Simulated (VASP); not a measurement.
# Au (I4/mmm) in VASP: a series of runs

The runs below take Au through single point, with r2SCAN.

Everything below comes from runs of VASP 6.6.1. Logs are shortened: lines on timing, memory, paths and dates and some standing lists are left out, and cuts for length are marked.

## (1) The cell of the first run

Symmetry: I4/mmm, No. 139, tetragonal system. The conventional cell has a = 2.849 Å, b = 2.849 Å, c = 3.968 Å, α = 90.00°, β = 90.00°, γ = 90.00°. Au (site symmetry 4/mmm) has 12 Au at 2.83 to 2.85 Å within 3.7 Å.

## (2) Single point, r2SCAN (strain -0.015 along x and y, -0.030 along z)

POSCAR reads:

```
Au
1.0
    0.0000000000      2.0148175000      1.9841350000
    2.0148175000      0.0000000000      1.9841350000
    2.0148175000      2.0148175000      0.0000000000
Au
1
Direct
    0.0000000000      0.0000000000      0.0000000000
```

INCAR.step1 reads:

```
PREC = Accurate ; ENCUT = 520
ISMEAR = 0 ; SIGMA = 0.15
LREAL = False ; LASPH = True
NELM = 100 ; NBANDS = 12
GGA = PE ; ALGO = Normal
EDIFF = 1E-4 ; LWAVE = True
LCHARG = False
```

INCAR.step2 reads:

```
PREC = Accurate ; ENCUT = 520
EDIFF = 1E-6 ; ISMEAR = 0
SIGMA = 0.15 ; LREAL = False
LASPH = True ; NELM = 100
ALGO = Normal ; ISIF = 2
LWAVE = False ; LCHARG = False
METAGGA = R2SCAN ; LMIXTAU = True
NBANDS = 12 ; ISTART = 1
```

KPOINTS reads:

```
Automatic mesh
0
Gamma
  20 20 20
```

Potentials or basis: VASP PAW PBE potentials, release 64 (Au).

Launch:

```bash
$ cat potpaw_PBE.64/Au/POTCAR > POTCAR
$ cp INCAR.step1 INCAR
$ mpirun -np 1 vasp_std > vasp.out
$ cp INCAR.step2 INCAR
$ mpirun -np 1 vasp_std > vasp.out
```

OUTCAR:

```text
PREC = Accurate
   ENCUT = 520
   EDIFF = 1E-6
   ISMEAR = 0
   LREAL = False
   LASPH = True
   NELM = 100
   ISIF = 2
   METAGGA = R2SCAN
   ISTART = 1

 ion  position               nearest neighbor table
   1  0.000  0.000  0.000-

  LATTYP: Found a body centered tetragonal cell.
 ALAT       =     2.8493822342
 C/A-ratio  =     1.3926773152

  Lattice vectors:

 A1 = (   0.0000000000,  -2.0148175000,  -1.9841350000)
 A2 = (   0.0000000000,   2.0148175000,  -1.9841350000)
 A3 = (   2.0148175000,   0.0000000000,   1.9841350000)

Analysis of symmetry for initial positions (statically):
=====================================================================
 Subroutine PRICEL returns:
 Original cell was already a primitive cell.

 Routine SETGRP: Setting up the symmetry group for a
 body centered tetragonal supercell.

 Subroutine GETGRP returns: Found 16 space group operations
 (whereof 16 operations were pure point group operations)
 out of a pool of 16 trial point group operations.

The static configuration has the point symmetry D_4h.

Analysis of symmetry for dynamics (positions and initial velocities):
=====================================================================
 Subroutine PRICEL returns:
 Original cell was already a primitive cell.

 Routine SETGRP: Setting up the symmetry group for a
 body centered tetragonal supercell.

 Subroutine GETGRP returns: Found 16 space group operations
 (whereof 16 operations were pure point group operations)
 out of a pool of 16 trial point group operations.

The dynamic configuration has the point symmetry D_4h.

 Subroutine INISYM returns: Found 16 space group operations
 (whereof 16 operations are pure point group operations),
 and found     1 'primitive' translations

----------------------------------------------------------------------------------------

                                     Primitive cell

  volume of cell :      16.1092

  direct lattice vectors                    reciprocal lattice vectors
     0.000000000  2.014817500  1.984135000    -0.248161434  0.248161434  0.251998982
     2.014817500  0.000000000  1.984135000     0.248161434 -0.248161434  0.251998982
     2.014817500  2.014817500  0.000000000     0.248161434  0.248161434 -0.251998982

  length of vectors
     2.827769661  2.827769661  2.849382234     0.432055183  0.432055183  0.432055183

  position of ions in fractional coordinates (direct lattice)
     0.000000000  0.000000000  0.000000000

  ion indices of the primitive-cell ions
   primitive index   ion index
                 1           1

----------------------------------------------------------------------------------------

 KPOINTS: Automatic mesh

Automatic generation of k-mesh.
 Grid dimensions read from file:
 generate k-points for:   20   20   20

 Generating k-lattice:

  Cartesian coordinates                     Fractional coordinates (reciprocal lattice)
    -0.012408072  0.012408072  0.012599949     0.050000000 -0.000000000  0.000000000
     0.012408072 -0.012408072  0.012599949    -0.000000000  0.050000000  0.000000000
     0.012408072  0.012408072 -0.012599949     0.000000000  0.000000000  0.050000000

  Length of vectors
     0.021602759  0.021602759  0.021602759

  Shift w.r.t. Gamma in fractional coordinates (k-lattice)
     0.000000000  0.000000000  0.000000000

 Subroutine IBZKPT returns following result:
 ===========================================

 Found    641 irreducible k-points:

 Following reciprocal coordinates:
            Coordinates               Weight
  0.000000  0.000000  0.000000      1.000000
  0.050000  0.000000  0.000000      8.000000
  0.100000  0.000000  0.000000      8.000000
  0.150000  0.000000  0.000000      8.000000
  0.200000  0.000000  0.000000      8.000000
  0.250000 -0.000000  0.000000      8.000000
[... 16 lines left out ...]
 -0.400000  0.050000  0.000000      8.000000
 -0.350000  0.050000  0.000000      8.000000
 [... further k-points ...]
   k-points           NKPTS =    641   k-points in BZ     NKDIM =    641   number of bands    NBANDS=     12
   number of dos      NEDOS =    301   number of ions     NIONS =      1
   total plane-waves  NPLWV =  13824
   dimension x,y,z NGX =    24 NGY =   24 NGZ =   24
   dimension x,y,z NGXF=    48 NGYF=   48 NGZF=   48
   ions per type =               1
   NGX,Y,Z   is equivalent  to a cutoff of  14.11, 14.11, 14.00 a.u.
   NGXF,Y,Z  is equivalent  to a cutoff of  28.22, 28.22, 28.01 a.u.
 SYSTEM =  unknown system
   PREC   = accura    normal or accurate (medium, high low for compatibility)
   ISTART =      1    job   : 0-new  1-cont  2-samecut
   ICHARG =      0    charge: 1-file 2-atom 10-const
   ISPIN  =      1    spin polarized calculation?
   LNONCOLLINEAR =      F non collinear calculations
   LSORBIT =      F    spin-orbit coupling
   LASPH  =      T    aspherical Exc in radial PAW
   ENCUT  =  520.0 eV  38.22 Ry    6.18 a.u.   5.26  5.26  5.30*2*pi/ulx,y,z
   NELM   =    100;   NELMIN=  2; NELMDL=  0     # of ELM steps
   EDIFF  = 0.1E-05   stopping-criterion for ELM
   LREAL  =      F    real-space projection
   EDIFFG = 0.1E-04   stopping-criterion for IOM
   NSW    =      0    number of steps for IOM
   IBRION =     -1    ionic relax: 0-MD 1-quasi-New 2-CG
   NFREE  =      0    steps in history (QN), initial steepest desc. (CG)
   ISIF   =      2    stress and relaxation
   ISYM   =      2    0-nonsym 1-usesym 2-fastsym
   POTIM  = 0.5000    time-step for ionic-motion
   TEBEG  =    0.0;   TEEND  =   0.0 temperature during run
   PSTRESS=    0.0 pullay stress
   NELECT =      11.0000    total number of electrons
   NUPDOWN=      -1.0000    fix difference up-down
   EMIN   =  10.00;   EMAX   =-10.00  energy-range for DOS
   EFERMI =   0.00;   METHOD = LEGACY
   ISMEAR =     0;   SIGMA  =   0.15  broadening in eV -4-tet -1-fermi 0-gaus
   EFERMI_NEDOS =   21; number of points for ismear=-14 and -15
   IALGO  =     38    algorithm
   IMIX   =      4    mixing-type and parameters
     AMIX     =   0.40;   BMIX     =  1.00
     AMIX_MAG =   1.60;   BMIX_MAG =  1.00
  volume/ion in A,a.u.               =      16.11       108.71
  Fermi-wavevector in a.u.,A,eV,Ry     =   1.441611  2.724250 28.276215  2.078243
  Thomas-Fermi vector in A             =   2.560224
   LORBIT       =      0    0 simple, 1 ext, 2 COOP (PROOUT), +10 PAW based schemes
   METAGGA = R2SCAN    functional components
   LHFCALC =     F    Hartree Fock is set to
   AEXX    =    0.0000 exact exchange contribution
   IVDW    =     0    specifies the selected vdW correction
   LEPSILON=     F    determine dielectric tensor
   LRPA    =     F    only Hartree local field effects (RPA)
 non-spin polarized calculation
 Gauss-broadening in eV      SIGMA  =   0.15
  energy-cutoff  :      520.00
  volume of cell :       16.11
 maximum number of plane-waves:       448
 NGX is ok and might be reduce to    24
   NGX = 11   NGY = 11   NGZ = 11

 number of electron      11.0000001 magnetization

 Free energy of the ion-electron system (eV)
  ---------------------------------------------------
  ext. energy  EPLUGINS =         0.00000000
  ---------------------------------------------------
  free energy    TOTEN  =       -50.52466417 eV

  energy without entropy =      -50.52184445  energy(sigma->0) =      -50.52325431

 E-fermi :  10.3059     XC(G=0): -14.0334

 val. band max:       10.2759971651   @ k =   0.5000   0.1500   0.0500
 cond. band min:      10.3313368055   @ k =   0.5000   0.1000   0.2500
 fundamental gap:      0.0553396403
 Fermi energy:        10.3059319809

 k-point     1 :       0.0000    0.0000    0.0000
  band No.  band energies     occupation
      1      -0.4423      2.00000
      2       4.9693      2.00000
      3       4.9693      2.00000
      4       5.1196      2.00000
      5       6.6303      2.00000
      6       6.7960      2.00000
      7      25.5209      0.00000
      8      29.8692      0.00000
      9      29.8692      0.00000
     10      30.1747      0.00000
     11      35.4682      0.00000
     12      40.3464      0.00000

 k-point     2 :       0.0500    0.0000    0.0000
  band No.  band energies     occupation
      1      -0.3465      2.00000
      2       4.9546      2.00000
      3       5.0038      2.00000
      4       5.1356      2.00000
      5       6.6159      2.00000
      6       6.7780      2.00000
      7      25.6422      0.00000
      8      29.3557      0.00000
      9      29.9905      0.00000
     10      30.2103      0.00000
     11      36.0244      0.00000
     12      39.2459      0.00000

 k-point     3 :       0.1000    0.0000    0.0000
  band No.  band energies     occupation
      1      -0.0657      2.00000
      2       4.8872      2.00000
      3       5.0959      2.00000
      4       5.2093      2.00000
      5       6.5858      2.00000
      6       6.7357      2.00000
      7      25.9561      0.00000
      8      28.0456      0.00000
      9      30.3410      0.00000
     10      30.5434      0.00000
     11      36.2206      0.00000
     12      38.5157      0.00000
[... 286 lines left out ...]
 k-point    23 :      -0.4000    0.0500    0.0000
  band No.  band energies     occupation
      1       2.2171      2.00000
      2       4.9973      2.00000
      3       5.0586      2.00000
      4       7.1717      2.00000
      5       7.8032      2.00000
      6       8.6484      2.00000
      7      15.6914      0.00000
      8      25.3823      0.00000
      9      28.5330      0.00000
     10      29.3344      0.00000
     11      36.2974      0.00000
     12      36.6929      0.00000

 k-point    24 :      -0.3500    0.0500    0.0000
  band No.  band energies     occupation
      1       2.1920      2.00000
      2       5.0804      2.00000
      3       5.1512      2.00000
      4       6.3410      2.00000
      5       7.4722      2.00000
      6       8.0568      2.00000
      7      17.6209      0.00000
      8      25.7592      0.00000
      9      28.9787      0.00000
     10      30.3873      0.00000
     11      35.1912      0.00000
     12      36.0225      0.00000

 [... further k-points ...]

------------------------ aborting loop because EDIFF is reached ----------------------------------------

  FORCE on cell =-STRESS in cart. coord.  units (eV):
  Direction    XX          YY          ZZ          XY          YZ          ZX
  --------------------------------------------------------------------------------------
  -------------------------------------------------------------------------------------
  Total        1.7302240      1.7302240      1.7958551      0.0000000      0.0000000      0.0000000
  in kB      172.0839107    172.0839107    178.6114217      0.0000000      0.0000000      0.0000000
  external PRESSURE =     174.2597477 kB  Pullay stress =       0.0000000 kB

 VOLUME and BASIS-vectors are now :
 -----------------------------------------------------------------------------
  energy-cutoff  :      520.00
  volume of cell :       16.11
      direct lattice vectors                 reciprocal lattice vectors
     0.000000000  2.014817500  1.984135000    -0.248161434  0.248161434  0.251998982
     2.014817500  0.000000000  1.984135000     0.248161434 -0.248161434  0.251998982
     2.014817500  2.014817500  0.000000000     0.248161434  0.248161434 -0.251998982

 POSITION                                       TOTAL-FORCE (eV/Angst)
 -----------------------------------------------------------------------------------
      0.00000      0.00000      0.00000         0.000000      0.000000      0.000000
 -----------------------------------------------------------------------------------
    total drift:                               -0.000000      0.000000      0.000000

  FREE ENERGIE OF THE ION-ELECTRON SYSTEM (eV)
  ---------------------------------------------------
  free  energy   TOTEN  =       -50.5246641714 eV

  energy  without entropy=      -50.5218444545  energy(sigma->0) =      -50.52325431
```

It took 4.7 min on 1 thread of Intel Xeon 8259CL, shared host; peak memory 0.25 GiB.

Results:

| Item | Value |
| --- | --- |
| Free energy | -50.5247 eV |
| Pressure | 17.4 GPa |
| Band gap on the k mesh | zero (an odd number of electrons rules out a gap without spin polarisation) |

Stress tensor (GPa, compression positive):
```
17.21  0.00  0.00
 0.00 17.21  0.00
 0.00  0.00 17.86
```

Levels at points of the mesh, in eV from the Fermi level:
| k point | band 2 | band 3 | band 4 | band 5 | band 6 | band 7 | band 8 | band 9 | band 10 | band 11 |
| --- | --- | --- | --- | --- | --- | --- | --- | --- | --- | --- |
| (0.00, 0.00, 0.00) | -5.34 | -5.34 | -5.19 | -3.68 | -3.51 | 15.21 | 19.56 | 19.56 | 19.87 | 25.16 |
| (0.50, 0.00, 0.00) | -5.42 | -5.27 | -2.25 | -2.17 | -1.10 | 3.50 | 14.71 | 18.20 | 18.56 | 26.67 |
| (0.50, 0.50, 0.00) | -7.61 | -2.28 | -1.83 | -1.83 | 1.19 | 6.76 | 10.50 | 10.50 | 18.55 | 21.23 |
| (0.50, 0.00, 0.50) | -7.61 | -2.28 | -1.90 | -1.78 | 0.91 | 6.37 | 10.77 | 10.81 | 18.81 | 21.48 |

Caveat: the cell differs from its parent crystal (strain -0.015 along x and y, -0.030 along z); the cell stands under pressure; the PAW data sets were made with another functional, which shifts forces and pressure a little; spin-orbit coupling is left out, which moves the levels of the heavy elements.

(Continued in part 2 of 2.)

The gap in the log of VASP goes by the Fermi energy; the results here count the filled bands.